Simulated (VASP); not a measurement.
# Y (I4/mmm) in VASP: a series of runs

The runs below take Y through single point, with PBEsol.

Everything below comes from runs of VASP 6.6.1. Logs are shortened: lines on timing, memory, paths and dates and some standing lists are left out, and cuts for length are marked.

### 1 The cell of the first run

It takes space group I4/mmm (No. 139, tetragonal). The conventional cell has a = 3.613 Å, b = 3.613 Å, c = 4.701 Å, α = 90.00°, β = 90.00°, γ = 90.00°. Within 4.6 Å of Y (site symmetry 4/mmm) lie 12 Y at 3.47 to 3.61 Å.

### 2 Single point, PBEsol

INCAR reads:

```
SYSTEM = Y
PREC = Accurate ; ENCUT = 520
EDIFF = 1E-6 ; ISMEAR = 0
SIGMA = 0.15 ; LREAL = .False.
LASPH = .True. ; NELM = 80
ALGO = Fast ; ISIF = 2
LWAVE = .False. ; LCHARG = .False.
GGA = PS ; NBANDS = 12
```

KPOINTS reads:

```
Automatic mesh
0
Gamma
  18 18 18
  0 0 0
```

POSCAR reads:

```
Y
1.0
    0.0000000000      2.5550365509      2.3506336268
    2.5550365509      0.0000000000      2.3506336268
    2.5550365509      2.5550365509      0.0000000000
Y
1
Direct
    0.0000000000      0.0000000000      0.0000000000
```

Potentials or basis: VASP PAW PBE potentials, release 64 (Y_sv).

Run with:

```bash
$ cat potpaw_PBE.64/Y_sv/POTCAR > POTCAR
$ mpirun -np 1 vasp_std > vasp.out
```

OUTCAR:

```text
SYSTEM = Y
   PREC = Accurate
   ENCUT = 520
   EDIFF = 1E-6
   ISMEAR = 0
   LREAL = .False.
   LASPH = .True.
   NELM = 80
   ISIF = 2
   GGA = PS

 ion  position               nearest neighbor table
   1  0.000  0.000  0.000-

  LATTYP: Found a body centered tetragonal cell.
 ALAT       =     3.6133673426
 C/A-ratio  =     1.3010764774

  Lattice vectors:

 A1 = (   0.0000000000,  -2.5550365509,  -2.3506336268)
 A2 = (   0.0000000000,   2.5550365509,  -2.3506336268)
 A3 = (   2.5550365509,   0.0000000000,   2.3506336268)

Analysis of symmetry for initial positions (statically):
=====================================================================
 Subroutine PRICEL returns:
 Original cell was already a primitive cell.

 Routine SETGRP: Setting up the symmetry group for a
 body centered tetragonal supercell.

 Subroutine GETGRP returns: Found 16 space group operations
 (whereof 16 operations were pure point group operations)
 out of a pool of 16 trial point group operations.

The static configuration has the point symmetry D_4h.

Analysis of symmetry for dynamics (positions and initial velocities):
=====================================================================
 Subroutine PRICEL returns:
 Original cell was already a primitive cell.

 Routine SETGRP: Setting up the symmetry group for a
 body centered tetragonal supercell.

 Subroutine GETGRP returns: Found 16 space group operations
 (whereof 16 operations were pure point group operations)
 out of a pool of 16 trial point group operations.

The dynamic configuration has the point symmetry D_4h.

 Subroutine INISYM returns: Found 16 space group operations
 (whereof 16 operations are pure point group operations),
 and found     1 'primitive' translations

----------------------------------------------------------------------------------------

                                     Primitive cell

  volume of cell :      30.6909

  direct lattice vectors                    reciprocal lattice vectors
     0.000000000  2.555036551  2.350633627    -0.195691917  0.195691917  0.212708605
     2.555036551  0.000000000  2.350633627     0.195691917 -0.195691917  0.212708605
     2.555036551  2.555036551  0.000000000     0.195691917  0.195691917 -0.212708605

  length of vectors
     3.471842483  3.471842483  3.613367343     0.349049571  0.349049571  0.349049571

  position of ions in fractional coordinates (direct lattice)
     0.000000000  0.000000000  0.000000000

  ion indices of the primitive-cell ions
   primitive index   ion index
                 1           1

----------------------------------------------------------------------------------------

 KPOINTS: Automatic mesh

Automatic generation of k-mesh.
 Grid dimensions read from file:
 generate k-points for:   18   18   18

 Generating k-lattice:

  Cartesian coordinates                     Fractional coordinates (reciprocal lattice)
    -0.010871773  0.010871773  0.011817145     0.055555556  0.000000000  0.000000000
     0.010871773 -0.010871773  0.011817145     0.000000000  0.055555556  0.000000000
     0.010871773  0.010871773 -0.011817145    -0.000000000 -0.000000000  0.055555556

  Length of vectors
     0.019391643  0.019391643  0.019391643

  Shift w.r.t. Gamma in fractional coordinates (k-lattice)
     0.000000000  0.000000000  0.000000000

 Subroutine IBZKPT returns following result:
 ===========================================

 Found    480 irreducible k-points:

 Following reciprocal coordinates:
            Coordinates               Weight
  0.000000  0.000000  0.000000      1.000000
  0.055556  0.000000  0.000000      8.000000
  0.111111  0.000000  0.000000      8.000000
  0.166667 -0.000000  0.000000      8.000000
  0.222222  0.000000  0.000000      8.000000
  0.277778 -0.000000  0.000000      8.000000
[... 16 lines left out ...]
 -0.277778  0.055556  0.000000      8.000000
 -0.222222  0.055556  0.000000      8.000000
 [... further k-points ...]
   k-points           NKPTS =    480   k-points in BZ     NKDIM =    480   number of bands    NBANDS=     12
   number of dos      NEDOS =    301   number of ions     NIONS =      1
   total plane-waves  NPLWV =  21952
   dimension x,y,z NGX =    28 NGY =   28 NGZ =   28
   dimension x,y,z NGXF=    56 NGYF=   56 NGZF=   56
   ions per type =               1
   NGX,Y,Z   is equivalent  to a cutoff of  13.41, 13.41, 12.88 a.u.
   NGXF,Y,Z  is equivalent  to a cutoff of  26.82, 26.82, 25.76 a.u.
 SYSTEM =  Y
   PREC   = accura    normal or accurate (medium, high low for compatibility)
   ISTART =      0    job   : 0-new  1-cont  2-samecut
   ICHARG =      2    charge: 1-file 2-atom 10-const
   ISPIN  =      1    spin polarized calculation?
   LNONCOLLINEAR =      F non collinear calculations
   LSORBIT =      F    spin-orbit coupling
   LASPH  =      T    aspherical Exc in radial PAW
   ENCUT  =  520.0 eV  38.22 Ry    6.18 a.u.   6.46  6.46  6.72*2*pi/ulx,y,z
   NELM   =     80;   NELMIN=  2; NELMDL= -5     # of ELM steps
   EDIFF  = 0.1E-05   stopping-criterion for ELM
   LREAL  =      F    real-space projection
   EDIFFG = 0.1E-04   stopping-criterion for IOM
   NSW    =      0    number of steps for IOM
   IBRION =     -1    ionic relax: 0-MD 1-quasi-New 2-CG
   NFREE  =      0    steps in history (QN), initial steepest desc. (CG)
   ISIF   =      2    stress and relaxation
   ISYM   =      2    0-nonsym 1-usesym 2-fastsym
   POTIM  = 0.5000    time-step for ionic-motion
   TEBEG  =    0.0;   TEEND  =   0.0 temperature during run
   PSTRESS=    0.0 pullay stress
   NELECT =      11.0000    total number of electrons
   NUPDOWN=      -1.0000    fix difference up-down
   EMIN   =  10.00;   EMAX   =-10.00  energy-range for DOS
   EFERMI =   0.00;   METHOD = LEGACY
   ISMEAR =     0;   SIGMA  =   0.15  broadening in eV -4-tet -1-fermi 0-gaus
   EFERMI_NEDOS =   21; number of points for ismear=-14 and -15
   IALGO  =     68    algorithm
   IMIX   =      4    mixing-type and parameters
     AMIX     =   0.40;   BMIX     =  1.00
     AMIX_MAG =   1.60;   BMIX_MAG =  1.00
  volume/ion in A,a.u.               =      30.69       207.11
  Fermi-wavevector in a.u.,A,eV,Ry     =   1.162883  2.197530 18.399114  1.352297
  Thomas-Fermi vector in A             =   2.299439
   LORBIT       =      0    0 simple, 1 ext, 2 COOP (PROOUT), +10 PAW based schemes
   GGA     = PS    functional components
   LHFCALC =     F    Hartree Fock is set to
   AEXX    =    0.0000 exact exchange contribution
   IVDW    =     0    specifies the selected vdW correction
   LEPSILON=     F    determine dielectric tensor
   LRPA    =     F    only Hartree local field effects (RPA)
 non-spin polarized calculation
 RMM-DIIS sequential band-by-band and
 Gauss-broadening in eV      SIGMA  =   0.15
  energy-cutoff  :      520.00
  volume of cell :       30.69
 maximum number of plane-waves:       845
 NGX is ok and might be reduce to    28

 number of electron      11.0000000 magnetization

 Free energy of the ion-electron system (eV)
  ---------------------------------------------------
  ext. energy  EPLUGINS =         0.00000000
  ---------------------------------------------------
  free energy    TOTEN  =        -6.79799287 eV

  energy without entropy =       -6.78150949  energy(sigma->0) =       -6.78975118

 E-fermi :   3.2745     XC(G=0):  -9.7998

 val. band max:        3.2718604459   @ k =   0.3889   0.1111   0.2778
 cond. band min:       3.2767755518   @ k =  -0.2778   0.1111   0.2778
 fundamental gap:      0.0049151059
 Fermi energy:         3.2744803968

 k-point     1 :       0.0000    0.0000    0.0000
  band No.  band energies     occupation
      1     -39.1861      2.00000
      2     -18.8539      2.00000
      3     -18.8539      2.00000
      4     -18.8492      2.00000
      5      -1.5877      2.00000
      6       4.9207      0.00000
      7       4.9207      0.00000
      8       5.5888      0.00000
      9       6.7322      0.00000
     10       7.6720      0.00000
     11      12.5013      0.00000
     12      15.2947      0.00000

 k-point     2 :       0.0556    0.0000    0.0000
  band No.  band energies     occupation
      1     -39.1836      2.00000
      2     -18.8748      2.00000
      3     -18.8578      2.00000
      4     -18.8524      2.00000
      5      -1.5044      2.00000
      6       4.8798      0.00000
      7       4.9574      0.00000
      8       5.5718      0.00000
      9       6.7008      0.00000
     10       7.6132      0.00000
     11      12.6957      0.00000
     12      15.1786      0.00000

 k-point     3 :       0.1111    0.0000    0.0000
  band No.  band energies     occupation
      1     -39.1762      2.00000
      2     -18.9389      2.00000
      3     -18.8692      2.00000
      4     -18.8571      2.00000
      5      -1.2616      2.00000
      6       4.7182      0.00000
      7       5.0444      0.00000
      8       5.5865      0.00000
      9       6.6447      0.00000
     10       7.4694      0.00000
     11      13.2017      0.00000
     12      14.7178      0.00000
[... 286 lines left out ...]
 k-point    23 :      -0.2778    0.0556    0.0000
  band No.  band energies     occupation
      1     -39.1307      2.00000
      2     -19.2978      2.00000
      3     -18.9307      2.00000
      4     -18.9116      2.00000
      5       0.3224      2.00000
      6       3.8603      0.00000
      7       4.9709      0.00000
      8       5.5111      0.00000
      9       7.1337      0.00000
     10       7.9174      0.00000
     11      12.6456      0.00000
     12      14.7928      0.00000

 k-point    24 :      -0.2222    0.0556    0.0000
  band No.  band energies     occupation
      1     -39.1455      2.00000
      2     -19.1802      2.00000
      3     -18.9080      2.00000
      4     -18.9025      2.00000
      5      -0.1966      2.00000
      6       4.0483      0.00000
      7       5.1352      0.00000
      8       5.6198      0.00000
      9       6.6606      0.00000
     10       7.6349      0.00000
     11      13.2054      0.00000
     12      15.1525      0.00000

 [... further k-points ...]

------------------------ aborting loop because EDIFF is reached ----------------------------------------

  FORCE on cell =-STRESS in cart. coord.  units (eV):
  Direction    XX          YY          ZZ          XY          YZ          ZX
  --------------------------------------------------------------------------------------
  -------------------------------------------------------------------------------------
  Total       -0.1288170     -0.1288170      0.2876849      0.0000000      0.0000000      0.0000000
  in kB       -6.7247244     -6.7247244     15.0182201      0.0000000      0.0000000      0.0000000
  external PRESSURE =       0.5229238 kB  Pullay stress =       0.0000000 kB

 VOLUME and BASIS-vectors are now :
 -----------------------------------------------------------------------------
  energy-cutoff  :      520.00
  volume of cell :       30.69
      direct lattice vectors                 reciprocal lattice vectors
     0.000000000  2.555036551  2.350633627    -0.195691917  0.195691917  0.212708605
     2.555036551  0.000000000  2.350633627     0.195691917 -0.195691917  0.212708605
     2.555036551  2.555036551  0.000000000     0.195691917  0.195691917 -0.212708605

 POSITION                                       TOTAL-FORCE (eV/Angst)
 -----------------------------------------------------------------------------------
      0.00000      0.00000      0.00000         0.000000      0.000000      0.000000
 -----------------------------------------------------------------------------------
    total drift:                               -0.000000     -0.000000     -0.000000

  FREE ENERGIE OF THE ION-ELECTRON SYSTEM (eV)
  ---------------------------------------------------
  free  energy   TOTEN  =        -6.7979928702 eV

  energy  without entropy=       -6.7815094893  energy(sigma->0) =       -6.78975118
```

Wall time 3.3 min (1 thread of Intel Xeon Platinum 8259CL at 2.50GHz (Skylake/Cascade Lake), shared host); peak memory 0.33 GiB.

What came out:

```
Free energy : -6.7980 eV
Pressure    : 0.1 GPa
```

Levels at points of the mesh, in eV from the Fermi level:
| k point | band 1 | band 2 | band 3 | band 4 | band 5 | band 6 | band 7 | band 8 | band 9 | band 10 |
| --- | --- | --- | --- | --- | --- | --- | --- | --- | --- | --- |
| (0.00, 0.00, 0.00) | -42.46 | -22.13 | -22.13 | -22.12 | -4.86 | 1.65 | 1.65 | 2.31 | 3.46 | 4.40 |
| (0.50, 0.00, 0.00) | -42.37 | -22.83 | -22.26 | -22.18 | -2.07 | 0.82 | 1.24 | 2.10 | 5.30 | 5.82 |
| (0.50, 0.50, 0.00) | -42.33 | -22.77 | -22.44 | -22.44 | -1.83 | -1.14 | 3.10 | 5.56 | 6.02 | 6.02 |
| (0.50, 0.00, 0.50) | -42.36 | -22.78 | -22.39 | -22.29 | -1.93 | -0.88 | 2.00 | 5.47 | 5.65 | 6.33 |

Caveat: the PAW data sets were made with another functional, which shifts forces and pressure a little.

### 3 Single point, PBEsol

This run uses another cell than the first one, of the same volume but with other edges.

INCAR reads:

```
SYSTEM = Y
  PREC = Accurate
  ENCUT = 520
  EDIFF = 1E-7
  ISMEAR = 0
  SIGMA = 0.15
  LREAL = .FALSE.
  LASPH = .TRUE.
  NELM = 60
  ALGO = Fast
  ISIF = 2
  LWAVE = .FALSE.
  LCHARG = .TRUE.
  GGA = PS
  LELF = .TRUE.
  LVHAR = .TRUE.
  NBANDS = 12
```

KPOINTS reads:

```
regular mesh
0
G
  18 18 18
  0 0 0
```

POSCAR reads:

```
Y
1.0
    0.0000000000      2.4072923258      2.6480215584
    2.4072923258      0.0000000000      2.6480215584
    2.4072923258      2.4072923258      0.0000000000
Y
1
Direct
    0.0000000000      0.0000000000      0.0000000000
```

Potentials or basis: VASP PAW PBE potentials, release 64 (Y_sv).

Run with:

```bash
$ cat potpaw_PBE.64/Y_sv/POTCAR > POTCAR
$ mpirun -np 1 vasp_std > vasp.out
```

It took 4.2 min on 1 thread of Intel Xeon Platinum 8259CL at 2.50GHz (Skylake/Cascade Lake), shared host; peak memory 0.33 GiB.

It converged, with:

* Free energy: -6.7911 eV
* Pressure: 0.0 GPa

Stress tensor (GPa, compression positive):
```
 1.11  0.00  0.00
 0.00  1.11  0.00
 0.00  0.00 -2.11
```

Levels at points of the mesh, in eV from the Fermi level:
```tsv
k point	band 1	band 2	band 3	band 4	band 5	band 6	band 7	band 8	band 9	band 10
(0.00, 0.00, 0.00)	-42.46	-22.13	-22.12	-22.12	-4.85	1.30	2.17	2.17	3.28	4.58
(0.50, 0.00, 0.00)	-42.37	-22.83	-22.26	-22.17	-2.06	0.83	1.22	2.13	5.34	5.76
(0.50, 0.50, 0.00)	-42.37	-22.75	-22.30	-22.30	-1.97	-0.85	1.59	5.68	5.99	5.99
(0.50, 0.00, 0.50)	-42.33	-22.79	-22.48	-22.33	-1.86	-1.01	2.78	5.39	5.50	6.49
```

Caveat: the PAW data sets were made with another functional, which shifts forces and pressure a little.

### 4 Single point, PBEsol

This run uses another cell than the first one, of the same volume but with other edges.

INCAR reads:

```
PREC = Accurate ; ENCUT = 520
EDIFF = 1E-6 ; ISMEAR = 0
SIGMA = 0.15 ; LREAL = F
LASPH = T ; NELM = 80
ALGO = Fast ; ISIF = 2
LWAVE = F ; LCHARG = F
GGA = PS ; NBANDS = 12
```

KPOINTS reads:

```
regular mesh
0
Gamma
  18 18 18
```

POSCAR reads:

```
Y
1.0
    0.0000000000      2.8687229481      1.8646699162
    2.8687229481      0.0000000000      1.8646699162
    2.8687229481      2.8687229481      0.0000000000
Y
1
Direct
    0.0000000000      0.0000000000      0.0000000000
```

Run with:

```bash
$ cat potpaw_PBE.64/Y_sv/POTCAR > POTCAR
$ mpirun -np 1 vasp_std > vasp.out
```

Wall time 3.5 min (1 thread of Intel Xeon Platinum 8259CL at 2.50GHz (Skylake/Cascade Lake), shared host); peak memory 0.34 GiB.

The run converged. Its results:

- Free energy: -6.7105 eV
- Pressure: 0.6 GPa

Stress tensor (GPa, compression positive):
```
0.82 0.00 0.00
0.00 0.82 0.00
0.00 0.00 0.07
```

Levels at points of the mesh, in eV from the Fermi level:
| k point | band 3 | band 4 | band 5 | band 6 | band 7 | band 8 |
| --- | --- | --- | --- | --- | --- | --- |
| (0.00, 0.00, 0.00) | -22.22 | -22.21 | -4.91 | 1.28 | 2.05 | 2.05 |
| (0.50, 0.00, 0.00) | -22.45 | -22.25 | -2.07 | -0.10 | 1.16 | 3.82 |
| (0.50, 0.50, 0.00) | -22.73 | -22.61 | -1.69 | -1.51 | 5.38 | 5.38 |
| (0.50, 0.00, 0.50) | -22.39 | -22.20 | -2.14 | 0.70 | 0.74 | 3.15 |

Caveat: the PAW data sets were made with another functional, which shifts forces and pressure a little.

(Continued in part 2 of 2.)
